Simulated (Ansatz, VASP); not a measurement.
HfC in VASP and in Ansatz

The input INCAR:

```
PREC = Accurate ; ENCUT = 520
EDIFF = 1E-6 ; ISMEAR = 0
SIGMA = 0.15 ; LREAL = False
LASPH = True ; NELM = 80
ALGO = Normal ; ISIF = 2
LWAVE = False ; LCHARG = False
GGA = PE ; NBANDS = 14
```

File KPOINTS:

```
regular mesh
0
Gamma
  18 18 18
```

Contents of POSCAR:

```
HfC
1.0
    0.0000000000      2.2901250000      2.2552500000
    2.2901250000      0.0000000000      2.2552500000
    2.2901250000      2.2901250000      0.0000000000
Hf C
1 1
Direct
    0.5000000000      0.5000000000      0.5000000000
    0.0000000000      0.0000000000      0.0000000000
```

Input for Ansatz:

```yaml
crystal:
  lattice:
    - [0.0, 2.290125, 2.25525]
    - [2.290125, 0.0, 2.25525]
    - [2.290125, 2.290125, 0.0]
  atoms:
    - { symbol: Hf, position: [0.5, 0.5, 0.5] }
    - { symbol: C, position: [0.0, 0.0, 0.0] }
basis:
  ecutwfc: 420
kpoints:
  mp_grid: { grid: [18, 18, 18] }
hamiltonian:
  xc: pbe
scf:
  occupations: { method: gaussian, width: 0.15 }
output:
  forces: true
  stress: true
  eigenvalues: true
  write_density: true
  write_potential: true
  elf: true
  volumetric_format: npy
```

Change from the starting cell: strain -0.015 along x and y, -0.030 along z, atoms carried along.

Alike in both runs: task single point; functional PBE; k mesh 18 × 18 × 18; occupations gaussian, width 0.15 eV; no spin polarisation.

|  | VASP | Ansatz |
| --- | --- | --- |
| version | VASP 6.6.1 | Ansatz 0.2.0 |
| potentials or method | VASP PAW PBE potentials, release 64 (Hf_pv, C), cutoff 520 eV | scalar-relativistic, plane waves, PAW |
| valence electrons in the cell | 14 | 30 |

```tsv
	VASP	Ansatz	Ansatz less VASP
gap on the k mesh at the Fermi level (eV)	none	none	-
pressure (GPa)	16.0	16.4	+0.40
traceless stress, the component that is largest in VASP (GPa)	5.43	5.34	-0.085
```

A gap of «none» marks a metal or a gap that the smearing closes. VASP's potentials hold 14 valence electrons a cell and Ansatz's 30, so a difference there can come from the potentials and not from the codes.

Neither program's run includes spin-orbit coupling.
